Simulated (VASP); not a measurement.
# LiSi16 (a cell with a defect) in VASP: notebook, part 3 of 3

VASP 6.6.1.

### Step 6. Single point, PBE

Input file INCAR:

```
SYSTEM = LiSi16
PREC = Accurate
ENCUT = 520
EDIFF = 1E-6
ISMEAR = 0
SIGMA = 0.02
LREAL = Auto
LASPH = .True.
NELM = 80
ALGO = Normal
ISIF = 2
LWAVE = .False.
LCHARG = .False.
GGA = PE
NBANDS = 48
NELECT = 66.0
```

Input file KPOINTS:

```
Automatic mesh
0
Gamma
  2 2 2
  0 0 0
```

Input file POSCAR:

```
LiSi16
1.0
    0.0000000000      5.4300000000      5.4300000000
    5.4300000000      0.0000000000      5.4300000000
    5.4300000000      5.4300000000      0.0000000000
Si Li
16 1
Direct
   -0.0008166667     -0.0014827808     -0.0040072744
    0.1322702578      0.1315608656      0.1043853591
    0.0086440147      0.0076777164      0.4756467772
    0.1202451197      0.1195602210      0.6193416206
   -0.0008545120      0.5060911602     -0.0039141805
    0.1207485267      0.6246188766      0.1298509208
   -0.0106807551      0.5035965930      0.5032656538
    0.1202646409      0.6405090239      0.6194440147
    0.5067879374     -0.0014455801     -0.0040943831
    0.6252779926      0.1200651013      0.1298127993
    0.5044014733     -0.0115195212      0.5032075506
    0.6414604972      0.1195477901      0.6192431860
    0.4935569982      0.4928855433      0.0204743094
    0.6252465930      0.6246502762      0.1298333333
    0.5043584715      0.5036472376      0.5032376611
    0.6177330571      0.6169271639      0.6481538674
    0.2792938306      0.2780310313      0.6641512891
```

Potentials or basis: VASP PAW PBE potentials, release 64 (Si, Li_sv).

Run with:

```console
> cat potpaw_PBE.64/Si/POTCAR potpaw_PBE.64/Li_sv/POTCAR > POTCAR
> mpirun -np 1 vasp_std > vasp.out
```

OUTCAR:

```text
SYSTEM = LiSi16
   PREC = Accurate
   ENCUT = 520
   EDIFF = 1E-6
   ISMEAR = 0
   LREAL = Auto
   LASPH = .True.
   NELM = 80
   ISIF = 2
   GGA = PE
   NELECT = 66.0

 ion  position               nearest neighbor table
   1  0.999  0.999  0.996-   6 2.35  10 2.35   2 2.35   4 2.36
   2  0.132  0.132  0.104-   3 2.33   9 2.35   1 2.35   5 2.35  17 2.76
   3  0.009  0.008  0.476-   8 2.31  12 2.31   4 2.31   2 2.33
   4  0.120  0.120  0.619-   3 2.31  17 2.33   1 2.36   7 2.41  11 2.41
   5  0.999  0.506  0.996-   6 2.35  14 2.35   2 2.35   8 2.36
   6  0.121  0.625  0.130-  13 2.34   7 2.34   5 2.35   1 2.35
   7  0.989  0.504  0.503-  16 2.33   6 2.34   8 2.41   4 2.41  17 2.50
   8  0.120  0.641  0.619-   3 2.31  17 2.33   5 2.36   7 2.41  15 2.41
   9  0.507  0.999  0.996-  14 2.35  10 2.35   2 2.35  12 2.36
  10  0.625  0.120  0.130-  13 2.34  11 2.34   1 2.35   9 2.35
  11  0.504  0.988  0.503-  16 2.33  10 2.34   4 2.41  12 2.41  17 2.50
  12  0.641  0.120  0.619-   3 2.31  17 2.33   9 2.36  15 2.41  11 2.41
  13  0.494  0.493  0.020-  16 2.33   6 2.34  14 2.34  10 2.34
  14  0.625  0.625  0.130-  13 2.34  15 2.34   5 2.35   9 2.35
  15  0.504  0.504  0.503-  16 2.33  14 2.34   8 2.41  12 2.41  17 2.50
  16  0.618  0.617  0.648-  11 2.33  15 2.33   7 2.33  13 2.33
  17  0.279  0.278  0.664-  12 2.33   4 2.33   8 2.33  11 2.50  15 2.50   7 2.50   2 2.76

  LATTYP: Found a face centered cubic cell.
 ALAT       =    10.8600000000

  Lattice vectors:

 A1 = (   0.0000000000,   5.4300000000,   5.4300000000)
 A2 = (   5.4300000000,   0.0000000000,   5.4300000000)
 A3 = (   5.4300000000,   5.4300000000,   0.0000000000)

Analysis of symmetry for initial positions (statically):
=====================================================================
 Subroutine PRICEL returns:
 Original cell was already a primitive cell.

 Routine SETGRP: Setting up the symmetry group for a
 face centered cubic supercell.

 Subroutine GETGRP returns: Found  1 space group operations
 (whereof  1 operations were pure point group operations)
 out of a pool of 48 trial point group operations.

The static configuration has the point symmetry C_1 .

Analysis of symmetry for dynamics (positions and initial velocities):
=====================================================================
 Subroutine PRICEL returns:
 Original cell was already a primitive cell.

 Routine SETGRP: Setting up the symmetry group for a
 face centered cubic supercell.

 Subroutine GETGRP returns: Found  1 space group operations
 (whereof  1 operations were pure point group operations)
 out of a pool of 48 trial point group operations.

The dynamic configuration has the point symmetry C_1 .

 Subroutine INISYM returns: Found  1 space group operations
 (whereof  1 operations are pure point group operations),
 and found     1 'primitive' translations

----------------------------------------------------------------------------------------

                                     Primitive cell

  volume of cell :     320.2060

  direct lattice vectors                    reciprocal lattice vectors
     0.000000000  5.430000000  5.430000000    -0.092081031  0.092081031  0.092081031
     5.430000000  0.000000000  5.430000000     0.092081031 -0.092081031  0.092081031
[... 76 lines left out ...]
  0.500000  0.500000  0.500000      1.000000
  0.500000  0.500000  0.000000      1.000000
  0.000000  0.500000  0.500000      1.000000
  0.500000  0.000000  0.500000      1.000000
   k-points           NKPTS =      8   k-points in BZ     NKDIM =      8   number of bands    NBANDS=     48
   number of dos      NEDOS =    301   number of ions     NIONS =     17
   total plane-waves  NPLWV = 216000
   dimension x,y,z NGX =    60 NGY =   60 NGZ =   60
   dimension x,y,z NGXF=   120 NGYF=  120 NGZF=  120
   ions per type =              16   1
   NGX,Y,Z   is equivalent  to a cutoff of  12.99, 12.99, 12.99 a.u.
   NGXF,Y,Z  is equivalent  to a cutoff of  25.98, 25.98, 25.98 a.u.
 SYSTEM =  LiSi16
   PREC   = accura    normal or accurate (medium, high low for compatibility)
   ISTART =      0    job   : 0-new  1-cont  2-samecut
   ICHARG =      2    charge: 1-file 2-atom 10-const
   ISPIN  =      1    spin polarized calculation?
   LNONCOLLINEAR =      F non collinear calculations
   LSORBIT =      F    spin-orbit coupling
   LASPH  =      T    aspherical Exc in radial PAW
   ENCUT  =  520.0 eV  38.22 Ry    6.18 a.u.  14.28 14.28 14.28*2*pi/ulx,y,z
   NELM   =     80;   NELMIN=  2; NELMDL= -5     # of ELM steps
   EDIFF  = 0.1E-05   stopping-criterion for ELM
   LREAL  =      T    real-space projection
   EDIFFG = 0.1E-04   stopping-criterion for IOM
   NSW    =      0    number of steps for IOM
   IBRION =     -1    ionic relax: 0-MD 1-quasi-New 2-CG
   NFREE  =      0    steps in history (QN), initial steepest desc. (CG)
   ISIF   =      2    stress and relaxation
   ISYM   =      2    0-nonsym 1-usesym 2-fastsym
   POTIM  = 0.5000    time-step for ionic-motion
   TEBEG  =    0.0;   TEEND  =   0.0 temperature during run
   PSTRESS=    0.0 pullay stress
   NELECT =      66.0000    total number of electrons
   NUPDOWN=      -1.0000    fix difference up-down
   EMIN   =  10.00;   EMAX   =-10.00  energy-range for DOS
   EFERMI =   0.00;   METHOD = LEGACY
   ISMEAR =     0;   SIGMA  =   0.02  broadening in eV -4-tet -1-fermi 0-gaus
   EFERMI_NEDOS =   21; number of points for ismear=-14 and -15
   IALGO  =     38    algorithm
   IMIX   =      4    mixing-type and parameters
     AMIX     =   0.40;   BMIX     =  1.00
     AMIX_MAG =   1.60;   BMIX_MAG =  1.00
  volume/ion in A,a.u.               =      18.84       127.11
  Fermi-wavevector in a.u.,A,eV,Ry     =   0.967044  1.827449 12.723821  0.935174
  Thomas-Fermi vector in A             =   2.096897
   LORBIT       =      0    0 simple, 1 ext, 2 COOP (PROOUT), +10 PAW based schemes
   GGA     = PE    functional components
   LHFCALC =     F    Hartree Fock is set to
   AEXX    =    0.0000 exact exchange contribution
   IVDW    =     0    specifies the selected vdW correction
   LEPSILON=     F    determine dielectric tensor
   LRPA    =     F    only Hartree local field effects (RPA)
 non-spin polarized calculation
 Gauss-broadening in eV      SIGMA  =   0.02
  energy-cutoff  :      520.00
  volume of cell :      320.21
 maximum number of plane-waves:      8646
 NGX is ok and might be reduce to    60
   NGX = 29   NGY = 29   NGZ = 29

 number of electron      66.0000000 magnetization

 Free energy of the ion-electron system (eV)
  ---------------------------------------------------
  ext. energy  EPLUGINS =         0.00000000
  ---------------------------------------------------
  free energy    TOTEN  =       -93.25115093 eV

  energy without entropy =      -93.25115093  energy(sigma->0) =      -93.25115093

 E-fermi :   6.2393     XC(G=0):  -9.4428

 val. band max:        6.0502730607   @ k =   0.0000   0.0000   0.0000
 cond. band min:       6.5224072970   @ k =   0.0000   0.0000   0.0000
 fundamental gap:      0.4721342363
 Fermi energy:         6.2392907031

 k-point     1 :       0.0000    0.0000    0.0000
  band No.  band energies     occupation
      1     -40.2972      2.00000
      2      -5.9163      2.00000
      3      -3.6725      2.00000
      4      -3.6080      2.00000
      5      -3.6076      2.00000
      6      -3.5834      2.00000
[... 373 lines left out ...]
     44      10.2940      0.00000
     45      10.3255      0.00000
 [bands above 45 left out]

------------------------ aborting loop because EDIFF is reached ----------------------------------------

  FORCE on cell =-STRESS in cart. coord.  units (eV):
  Direction    XX          YY          ZZ          XY          YZ          ZX
  --------------------------------------------------------------------------------------
  -------------------------------------------------------------------------------------
  Total       -0.8682504     -0.8753521     -0.8702458     -0.6474976      0.6493172      0.6409654
  in kB       -4.3443627     -4.3798966     -4.3543470     -3.2398080      3.2489126      3.2071236
  external PRESSURE =      -4.3595354 kB  Pullay stress =       0.0000000 kB

 VOLUME and BASIS-vectors are now :
 -----------------------------------------------------------------------------
  energy-cutoff  :      520.00
  volume of cell :      320.21
      direct lattice vectors                 reciprocal lattice vectors
     0.000000000  5.430000000  5.430000000    -0.092081031  0.092081031  0.092081031
     5.430000000  0.000000000  5.430000000     0.092081031 -0.092081031  0.092081031
     5.430000000  5.430000000  0.000000000     0.092081031  0.092081031 -0.092081031

 POSITION                                       TOTAL-FORCE (eV/Angst)
 -----------------------------------------------------------------------------------
     10.83019     10.83381     10.84751        -0.056427     -0.056928     -0.024541
      1.28119      1.28504      1.43260         0.039331      0.037608     -0.037952
      2.62445      2.62970      0.08863        -0.056588     -0.062262      0.059231
      4.01224      4.01596      1.30214        -0.017098     -0.009848      0.047228
      8.15682     10.83411      8.17343         0.023001     -0.056476      0.055608
      4.09677      1.36075      4.04734        -0.034587     -0.019892      0.034626
[... 9 lines left out ...]
      6.86939      6.87377      6.70421        -0.029662     -0.029014      0.029818
      5.11605      5.12291      3.02627         0.435687      0.427300     -0.431622
 -----------------------------------------------------------------------------------
    total drift:                               -0.003618     -0.006280      0.004166

  FREE ENERGIE OF THE ION-ELECTRON SYSTEM (eV)
  ---------------------------------------------------
  free  energy   TOTEN  =       -93.2511509345 eV

  energy  without entropy=      -93.2511509345  energy(sigma->0) =      -93.25115093
```

Run time: 2.4 min. Hardware: 1 thread of Intel Xeon 6975P-C (Granite Rapids), shared host; peak memory 0.47 GiB.

What came out:

| Property | Result |
| --- | --- |
| Free energy | -93.2512 eV |
| Largest force | 0.747 eV/Å |

Forces on the atoms (eV/Å):
```
Si  -0.056 -0.057 -0.025
Si   0.039  0.038 -0.038
Si  -0.057 -0.062  0.059
Si  -0.017 -0.010  0.047
Si   0.023 -0.056  0.056
Si  -0.035 -0.020  0.035
Si  -0.058  0.005  0.057
Si  -0.048 -0.011  0.015
Si  -0.057  0.027  0.058
Si  -0.019 -0.035  0.034
Si   0.009 -0.058  0.059
Si  -0.016 -0.047  0.012
Si  -0.021 -0.020  0.020
Si  -0.034 -0.035  0.020
Si  -0.059 -0.056 -0.007
Si  -0.030 -0.029  0.030
Li   0.436  0.427 -0.432
```

Caveat: the k points lie up to 0.50 Å⁻¹ apart; the cell carries a net charge on a neutralising background, which shifts energy and pressure; the cell is charged against a uniform background, so pressure and absolute levels hang on convention; the cutoff is under 1.25 times the usual one of these potentials, so pressure, stress and relaxed cells hold a basis-set (Pulay) error.

### Step 7. Single point, PBE

Input file INCAR:

```
SYSTEM = LiSi16
PREC = Accurate ; ENCUT = 520
EDIFF = 1E-7 ; ISMEAR = 0
SIGMA = 0.02 ; LREAL = Auto
LASPH = .TRUE. ; NELM = 100
ALGO = Normal ; ISIF = 2
LWAVE = .FALSE. ; LCHARG = .TRUE.
GGA = PE ; LELF = .TRUE.
LVHAR = .TRUE. ; NELECT = 66.0
NBANDS = 48
```

Input file KPOINTS:

```
Automatic mesh
0
G
  2 2 2
  0 0 0
```

Input file POSCAR:

```
LiSi16
1.0
    0.0000000000      5.4300000000      5.4300000000
    5.4300000000      0.0000000000      5.4300000000
    5.4300000000      5.4300000000      0.0000000000
Si Li
16 1
Direct
    0.0003906998     -0.0000803867     -0.0045093002
    0.1321455801      0.1316139042      0.1048505525
    0.0081058011      0.0074402394      0.4771689687
    0.1213839779      0.1208252302      0.6220784530
    0.0003913444      0.5044300184     -0.0044876611
    0.1189206262      0.6260219153      0.1292895028
   -0.0155452118      0.5049194291      0.5059131676
    0.1214078269      0.6358682320      0.6220881215
    0.5049483425     -0.0000849908     -0.0045240331
    0.6264867403      0.1184110497      0.1293447514
    0.5054992634     -0.0162259669      0.5059983425
    0.6365367403      0.1208002762      0.6220774401
    0.4934289134      0.4929436464      0.0209355433
    0.6264899632      0.6260150092      0.1293229282
    0.5054932781      0.5049306630      0.5059616022
    0.6172720074      0.6166077348      0.6496813996
    0.3468270718      0.3459707182      0.4613075506
```

Run with:

```console
> cat potpaw_PBE.64/Si/POTCAR potpaw_PBE.64/Li_sv/POTCAR > POTCAR
> mpirun -np 1 vasp_std > vasp.out
```

Run time: 9.7 min. Hardware: 1 thread of Oxide Virtual Turin-like, shared host; peak memory 0.44 GiB.

It converged, with:

* Free energy: -93.2504 eV
* Largest force: 0.749 eV/Å

Forces on the atoms (eV/Å):
```
Si   0.035  0.034 -0.021
Si   0.021  0.020 -0.020
Si   0.030  0.029 -0.029
Si   0.056  0.058  0.006
Si   0.019  0.034 -0.036
Si   0.055 -0.023 -0.056
Si   0.014  0.047 -0.015
Si  -0.005  0.058 -0.057
Si   0.035  0.022 -0.035
Si  -0.024  0.056 -0.055
Si   0.047  0.013 -0.013
Si   0.057 -0.006 -0.058
Si  -0.039 -0.038  0.038
Si   0.055  0.057  0.024
Si   0.013  0.014 -0.047
Si   0.059  0.057 -0.059
Li  -0.430 -0.434  0.433
```

Levels at points of the mesh, in eV from the Fermi level:
| k point | band 30 | band 31 | band 32 | band 33 | band 34 | band 35 | band 36 | band 37 |
| --- | --- | --- | --- | --- | --- | --- | --- | --- |
| (0.00, 0.00, 0.00) | -1.23 | -0.20 | -0.15 | -0.15 | 0.32 | 0.48 | 0.48 | 0.57 |
| (0.50, 0.00, 0.00) | -0.99 | -0.98 | -0.91 | -0.89 | 0.99 | 1.15 | 1.31 | 1.35 |
| (0.00, 0.50, 0.00) | -0.99 | -0.98 | -0.91 | -0.89 | 0.99 | 1.15 | 1.31 | 1.35 |
| (0.00, 0.00, 0.50) | -0.97 | -0.97 | -0.88 | -0.88 | 1.12 | 1.12 | 1.13 | 1.53 |
| (0.50, 0.50, 0.50) | -0.99 | -0.98 | -0.91 | -0.89 | 0.99 | 1.15 | 1.31 | 1.35 |
| (0.50, 0.50, 0.00) | -1.54 | -1.54 | -1.48 | -1.42 | 0.87 | 0.96 | 2.02 | 2.12 |
| (0.00, 0.50, 0.50) | -1.54 | -1.54 | -1.48 | -1.42 | 0.87 | 0.96 | 2.02 | 2.12 |
| (0.50, 0.00, 0.50) | -1.55 | -1.54 | -1.48 | -1.42 | 0.87 | 0.96 | 2.02 | 2.12 |

Caveat: the k points lie up to 0.50 Å⁻¹ apart; the cell carries a net charge on a neutralising background, which shifts energy and pressure; the cell is charged against a uniform background, so pressure and absolute levels hang on convention; the cutoff is under 1.25 times the usual one of these potentials, so pressure, stress and relaxed cells hold a basis-set (Pulay) error.
